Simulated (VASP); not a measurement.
# MgO (I4mm) in VASP: notebook

The runs below take MgO through single point, with PBE.

Everything below comes from runs of VASP 6.6.1. Logs are shortened: lines on timing, memory, paths and dates and some standing lists are left out, and cuts for length are marked.

### 1 The cell of the first run

The structure is tetragonal, space group I4mm (No. 107). Conventional cell: a = 3.008 Å, b = 3.008 Å, c = 4.254 Å, α = 90.00°, β = 90.00°, γ = 90.00°. Mg (site symmetry 4mm) has 6 O at 1.93 to 2.33 Å within 2.6 Å. O (site symmetry 4mm) has 6 Mg at 1.93 to 2.33 Å within 2.6 Å.

### 2 Single point, PBE (all Mg atoms moved -0.200 Å, as atom 1 along Cartesian [0 1 0])

Contents of INCAR:

```
ALGO = Normal
EDIFF = 1E-6
ENCUT = 520
GGA = PE
ISIF = 2
ISMEAR = 0
LASPH = T
LCHARG = T
LELF = T
LREAL = F
LVHAR = T
LWAVE = F
NBANDS = 11
NELM = 60
PREC = Accurate
SIGMA = 0.05
```

Contents of KPOINTS:

```
k-points
0
Gamma
  10 10 10
```

Contents of POSCAR:

```
MgO
1.0
    0.0000000000      2.1269229054      2.1269229054
    2.1269229054      0.0000000000      2.1269229054
    2.1269229054      2.1269229054      0.0000000000
Mg O
1 1
Direct
   -0.0470162787      0.0470162787     -0.0470162787
    0.5000000000      0.5000000000      0.5000000000
```

Potentials or basis: VASP PAW PBE potentials, release 64 (Mg, O).

Run with:

```sh
$ cat potpaw_PBE.64/Mg/POTCAR potpaw_PBE.64/O/POTCAR > POTCAR
$ mpirun -np 1 vasp_std > vasp.out
```

OUTCAR:

```text
EDIFF = 1E-6
   ENCUT = 520
   GGA = PE
   ISIF = 2
   ISMEAR = 0
   LASPH = T
   LREAL = F
   NELM = 60
   PREC = Accurate

 ion  position               nearest neighbor table
   1  0.953  0.047  0.953-   2 1.93   2 2.14   2 2.14   2 2.14   2 2.14   2 2.33
   2  0.500  0.500  0.500-   1 1.93   1 2.14   1 2.14   1 2.14   1 2.14   1 2.33

  LATTYP: Found a face centered cubic cell.
 ALAT       =     4.2538458108

  Lattice vectors:

 A1 = (   0.0000000000,   2.1269229054,   2.1269229054)
 A2 = (   2.1269229054,   0.0000000000,   2.1269229054)
 A3 = (   2.1269229054,   2.1269229054,   0.0000000000)

Analysis of symmetry for initial positions (statically):
=====================================================================
 Subroutine PRICEL returns:
 Original cell was already a primitive cell.

 Routine SETGRP: Setting up the symmetry group for a
 face centered cubic supercell.

 Subroutine GETGRP returns: Found  8 space group operations
 (whereof  8 operations were pure point group operations)
 out of a pool of 48 trial point group operations.

The static configuration has the point symmetry C_4v.

Analysis of symmetry for dynamics (positions and initial velocities):
=====================================================================
 Subroutine PRICEL returns:
 Original cell was already a primitive cell.

 Routine SETGRP: Setting up the symmetry group for a
 face centered cubic supercell.

 Subroutine GETGRP returns: Found  8 space group operations
 (whereof  8 operations were pure point group operations)
 out of a pool of 48 trial point group operations.

The dynamic configuration has the point symmetry C_4v.

 Subroutine INISYM returns: Found  8 space group operations
 (whereof  8 operations are pure point group operations),
 and found     1 'primitive' translations

----------------------------------------------------------------------------------------

                                     Primitive cell

  volume of cell :      19.2436

  direct lattice vectors                    reciprocal lattice vectors
     0.000000000  2.126922905  2.126922905    -0.235081393  0.235081393  0.235081393
     2.126922905  0.000000000  2.126922905     0.235081393 -0.235081393  0.235081393
     2.126922905  2.126922905  0.000000000     0.235081393  0.235081393 -0.235081393

  length of vectors
     3.007923219  3.007923219  3.007923219     0.407172917  0.407172917  0.407172917

  position of ions in fractional coordinates (direct lattice)
     0.952983721  0.047016279  0.952983721
     0.500000000  0.500000000  0.500000000

  ion indices of the primitive-cell ions
   primitive index   ion index
                 1           1
                 2           2

----------------------------------------------------------------------------------------

 KPOINTS: k-points

Automatic generation of k-mesh.
 Grid dimensions read from file:
 generate k-points for:   10   10   10

 Generating k-lattice:

  Cartesian coordinates                     Fractional coordinates (reciprocal lattice)
    -0.023508139  0.023508139  0.023508139     0.100000000  0.000000000  0.000000000
     0.023508139 -0.023508139  0.023508139     0.000000000  0.100000000  0.000000000
     0.023508139  0.023508139 -0.023508139     0.000000000  0.000000000  0.100000000

  Length of vectors
     0.040717292  0.040717292  0.040717292

  Shift w.r.t. Gamma in fractional coordinates (k-lattice)
     0.000000000  0.000000000  0.000000000

 Subroutine IBZKPT returns following result:
 ===========================================

 Found    102 irreducible k-points:

 Following reciprocal coordinates:
            Coordinates               Weight
  0.000000  0.000000  0.000000      1.000000
  0.100000  0.000000  0.000000      8.000000
  0.200000  0.000000  0.000000      8.000000
  0.300000  0.000000  0.000000      8.000000
  0.400000  0.000000  0.000000      8.000000
  0.500000  0.000000  0.000000      4.000000
[... 16 lines left out ...]
 -0.100000  0.100000  0.000000      8.000000
  0.100000  0.000000 -0.100000      4.000000
 [... further k-points ...]
   k-points           NKPTS =    102   k-points in BZ     NKDIM =    102   number of bands    NBANDS=     11
   number of dos      NEDOS =    301   number of ions     NIONS =      2
   total plane-waves  NPLWV =  13824
   dimension x,y,z NGX =    24 NGY =   24 NGZ =   24
   dimension x,y,z NGXF=    48 NGYF=   48 NGZF=   48
   ions per type =               1   1
   NGX,Y,Z   is equivalent  to a cutoff of  13.26, 13.26, 13.26 a.u.
   NGXF,Y,Z  is equivalent  to a cutoff of  26.53, 26.53, 26.53 a.u.
 SYSTEM =  unknown system
   PREC   = accura    normal or accurate (medium, high low for compatibility)
   ISTART =      0    job   : 0-new  1-cont  2-samecut
   ICHARG =      2    charge: 1-file 2-atom 10-const
   ISPIN  =      1    spin polarized calculation?
   LNONCOLLINEAR =      F non collinear calculations
   LSORBIT =      F    spin-orbit coupling
   LASPH  =      T    aspherical Exc in radial PAW
   ENCUT  =  520.0 eV  38.22 Ry    6.18 a.u.   5.59  5.59  5.59*2*pi/ulx,y,z
   NELM   =     60;   NELMIN=  2; NELMDL= -5     # of ELM steps
   EDIFF  = 0.1E-05   stopping-criterion for ELM
   LREAL  =      F    real-space projection
   EDIFFG = 0.1E-04   stopping-criterion for IOM
   NSW    =      0    number of steps for IOM
   IBRION =     -1    ionic relax: 0-MD 1-quasi-New 2-CG
   NFREE  =      0    steps in history (QN), initial steepest desc. (CG)
   ISIF   =      2    stress and relaxation
   ISYM   =      2    0-nonsym 1-usesym 2-fastsym
   POTIM  = 0.5000    time-step for ionic-motion
   TEBEG  =    0.0;   TEEND  =   0.0 temperature during run
   PSTRESS=    0.0 pullay stress
   NELECT =       8.0000    total number of electrons
   NUPDOWN=      -1.0000    fix difference up-down
   EMIN   =  10.00;   EMAX   =-10.00  energy-range for DOS
   EFERMI =   0.00;   METHOD = LEGACY
   ISMEAR =     0;   SIGMA  =   0.05  broadening in eV -4-tet -1-fermi 0-gaus
   EFERMI_NEDOS =   21; number of points for ismear=-14 and -15
   IALGO  =     38    algorithm
   IMIX   =      4    mixing-type and parameters
     AMIX     =   0.40;   BMIX     =  1.00
     AMIX_MAG =   1.60;   BMIX_MAG =  1.00
  volume/ion in A,a.u.               =       9.62        64.93
  Fermi-wavevector in a.u.,A,eV,Ry     =   1.221827  2.308918 20.311613  1.492861
  Thomas-Fermi vector in A             =   2.356996
   LORBIT       =      0    0 simple, 1 ext, 2 COOP (PROOUT), +10 PAW based schemes
   GGA     = PE    functional components
   LHFCALC =     F    Hartree Fock is set to
   AEXX    =    0.0000 exact exchange contribution
   IVDW    =     0    specifies the selected vdW correction
   LEPSILON=     F    determine dielectric tensor
   LRPA    =     F    only Hartree local field effects (RPA)
 non-spin polarized calculation
 Gauss-broadening in eV      SIGMA  =   0.05
  energy-cutoff  :      520.00
  volume of cell :       19.24
 maximum number of plane-waves:       534
 NGX is ok and might be reduce to    24
   NGX = 11   NGY = 11   NGZ = 11

 number of electron       8.0000004 magnetization

 Free energy of the ion-electron system (eV)
  ---------------------------------------------------
  ext. energy  EPLUGINS =         0.00000000
  ---------------------------------------------------
  free energy    TOTEN  =       -11.80125128 eV

  energy without entropy =      -11.80125128  energy(sigma->0) =      -11.80125128

 E-fermi :   3.2104     XC(G=0): -10.9242

 val. band max:        2.9332129962   @ k =   0.0000   0.0000   0.0000
 cond. band min:       7.3687950390   @ k =   0.0000   0.0000   0.0000
 fundamental gap:      4.4355820428
 Fermi energy:         3.2103935598

 k-point     1 :       0.0000    0.0000    0.0000
  band No.  band energies     occupation
      1     -14.1657      2.00000
      2       2.8821      2.00000
      3       2.9332      2.00000
      4       2.9332      2.00000
      5       7.3688      0.00000
      6      18.6662      0.00000
      7      18.7468      0.00000
      8      18.7468      0.00000
      9      22.3506      0.00000
     10      24.2048      0.00000
     11      24.2925      0.00000

 k-point     2 :       0.1000    0.0000    0.0000
  band No.  band energies     occupation
      1     -14.0663      2.00000
      2       2.2648      2.00000
      3       2.8540      2.00000
      4       2.8727      2.00000
      5       7.9966      0.00000
      6      17.3969      0.00000
      7      18.9287      0.00000
      8      18.9595      0.00000
      9      23.4157      0.00000
     10      23.4902      0.00000
     11      24.0684      0.00000

 k-point     3 :       0.2000    0.0000    0.0000
  band No.  band energies     occupation
      1     -13.7934      2.00000
      2       0.9922      2.00000
      3       2.6993      2.00000
      4       2.7190      2.00000
      5       9.1973      0.00000
      6      15.8269      0.00000
      7      19.2988      0.00000
      8      19.3460      0.00000
      9      22.7522      0.00000
     10      22.9063      0.00000
     11      24.8162      0.00000

 k-point     4 :       0.3000    0.0000    0.0000
  band No.  band energies     occupation
      1     -13.4269      2.00000
      2      -0.2689      2.00000
      3       2.5173      2.00000
      4       2.5375      2.00000
      5      10.1783      0.00000
      6      15.0200      0.00000
      7      19.3318      0.00000
      8      19.3380      0.00000
      9      23.2696      0.00000
     10      23.3077      0.00000
     11      24.2670      0.00000
[... 239 lines left out ...]
 k-point    22 :       0.1000    0.0000   -0.2000
  band No.  band energies     occupation
      1     -13.6071      2.00000
      2       0.4682      2.00000
      3       2.3090      2.00000
      4       2.6878      2.00000
      5       9.9717      0.00000
      6      15.1866      0.00000
      7      18.7639      0.00000
      8      19.8038      0.00000
      9      21.5708      0.00000
     10      23.6947      0.00000
     11      26.0884      0.00000

 k-point    23 :      -0.1000    0.1000    0.0000
  band No.  band energies     occupation
      1     -13.9096      2.00000
      2       1.5732      2.00000
      3       2.6160      2.00000
      4       2.8165      2.00000
      5       8.7824      0.00000
      6      16.3298      0.00000
      7      18.9350      0.00000
      8      19.3830      0.00000
      9      22.2735      0.00000
     10      23.5755      0.00000
     11      25.3583      0.00000

 k-point    24 :       0.1000    0.0000   -0.1000
  band No.  band energies     occupation
      1     -13.9098      2.00000
      2       1.5610      2.00000
      3       2.6085      2.00000
      4       2.8328      2.00000
      5       8.8110      0.00000
      6      16.2924      0.00000
      7      18.9785      0.00000
      8      19.3434      0.00000
      9      22.0683      0.00000
     10      23.5833      0.00000
     11      25.6264      0.00000

 [... further k-points ...]
[... 5 lines left out ...]
  --------------------------------------------------------------------------------------
  -------------------------------------------------------------------------------------
  Total       -0.1813741      1.4408820     -0.1813741      0.0000000      0.0000000      0.0000000
  in kB      -15.1008263    119.9647791    -15.1008263      0.0000000      0.0000000      0.0000000
  external PRESSURE =      29.9210422 kB  Pullay stress =       0.0000000 kB

 VOLUME and BASIS-vectors are now :
 -----------------------------------------------------------------------------
  energy-cutoff  :      520.00
  volume of cell :       19.24
      direct lattice vectors                 reciprocal lattice vectors
     0.000000000  2.126922905  2.126922905    -0.235081393  0.235081393  0.235081393
     2.126922905  0.000000000  2.126922905     0.235081393 -0.235081393  0.235081393
     2.126922905  2.126922905  0.000000000     0.235081393  0.235081393 -0.235081393

 POSITION                                       TOTAL-FORCE (eV/Angst)
 -----------------------------------------------------------------------------------
      2.12692      4.05385      2.12692         0.000000      1.255026      0.000000
      2.12692      2.12692      2.12692         0.000000     -1.255026      0.000000
 -----------------------------------------------------------------------------------
    total drift:                               -0.000000     -0.000316     -0.000000

  FREE ENERGIE OF THE ION-ELECTRON SYSTEM (eV)
  ---------------------------------------------------
  free  energy   TOTEN  =       -11.8012512774 eV

  energy  without entropy=      -11.8012512774  energy(sigma->0) =      -11.80125128
```

Wall time 9.9 s (1 thread of Intel Xeon Platinum 8488C (Sapphire Rapids), shared host); peak memory 0.15 GiB.

Results:

```yaml
Free_energy: -11.8013 eV
Pressure: 3.0 GPa
Largest_force: 1.255 eV/Å
Band_gap_on_the_k_mesh: 4.44 eV, direct
```

Forces on the atoms (eV/Å):
```
Mg   0.000  1.255  0.000
O    0.000 -1.255  0.000
```

Levels at points of the mesh, in eV from the valence-band top:
| k point | band 1 | band 2 | band 3 | band 4 | band 5 | band 6 | band 7 | band 8 | band 9 |
| --- | --- | --- | --- | --- | --- | --- | --- | --- | --- |
| (0.00, 0.00, 0.00) | -17.10 | -0.05 | 0.00 | 0.00 | 4.44 | 15.73 | 15.81 | 15.81 | 19.42 |
| (0.50, 0.00, 0.00) | -15.90 | -4.45 | -0.61 | -0.59 | 7.74 | 12.13 | 16.00 | 16.14 | 20.36 |
| (0.50, 0.50, 0.00) | -15.65 | -3.93 | -1.32 | -1.29 | 9.23 | 9.49 | 12.83 | 18.48 | 18.81 |
| (0.50, 0.00, 0.50) | -15.66 | -3.89 | -1.28 | -1.28 | 9.12 | 9.42 | 12.85 | 18.59 | 18.59 |

Caveat: the cell differs from its parent crystal (all Mg atoms moved -0.200 Å, as atom 1 along Cartesian [0 1 0]); forces of over 1 eV/Å act on the atoms, so gaps and moduli don't describe the material at rest.

### 3 Single point, PBE (all Mg atoms moved +0.150 Å, as atom 1 along Cartesian [0 1 0])

Contents of INCAR:

```
SYSTEM = MgO
PREC = Accurate
ENCUT = 520
EDIFF = 1E-6
ISMEAR = 0
SIGMA = 0.05
LREAL = .False.
LASPH = .True.
NELM = 80
ALGO = Normal
ISIF = 2
LWAVE = .False.
LCHARG = .True.
GGA = PE
LELF = .True.
LVHAR = .True.
NBANDS = 11
```

Contents of KPOINTS:

```
Automatic mesh
0
Gamma
  10 10 10
  0 0 0
```

POSCAR, as its differences from that of step 2:

```diff
@@ -8,3 +8,3 @@
 Direct
-   -0.0470162787      0.0470162787     -0.0470162787
+    0.0352622090     -0.0352622090      0.0352622090
     0.5000000000      0.5000000000      0.5000000000
```

Potentials or basis: VASP PAW PBE potentials, release 64 (Mg, O).

Run with:

```sh
$ cat potpaw_PBE.64/Mg/POTCAR potpaw_PBE.64/O/POTCAR > POTCAR
$ mpirun -np 1 vasp_std > vasp.out
```

It took 11 s on 1 thread of Intel Xeon Platinum 8488C (Sapphire Rapids), shared host; peak memory 0.15 GiB.

Results (log left out):

| Item | Value |
| --- | --- |
| Free energy | -11.8532 eV |
| Pressure | 1.3 GPa |
| Largest force | 0.842 eV/Å |
| Band gap on the k mesh | 4.44 eV, direct |

Forces in eV/Å, atoms in the order of the input:
```
Mg   0.000 -0.842  0.000
O    0.000  0.842  0.000
```

Stress tensor (GPa, compression positive):
```
-1.19  0.00  0.00
 0.00  6.26  0.00
 0.00  0.00 -1.19
```

Levels at points of the mesh, in eV from the valence-band top:
```csv
k point,band 1,band 2,band 3,band 4,band 5,band 6,band 7,band 8
"(0.00, 0.00, 0.00)",-17.11,-0.03,0.00,0.00,4.44,15.69,15.73,15.73
"(0.50, 0.00, 0.00)",-15.90,-4.47,-0.62,-0.60,7.73,12.19,16.00,16.09
"(0.50, 0.50, 0.00)",-15.65,-3.95,-1.31,-1.30,9.16,9.55,12.81,18.50
"(0.50, 0.00, 0.50)",-15.66,-3.92,-1.29,-1.29,9.10,9.52,12.83,18.56
```

Caveat: the cell differs from its parent crystal (all Mg atoms moved +0.150 Å, as atom 1 along Cartesian [0 1 0]).

(Continued in part 2 of 2.)
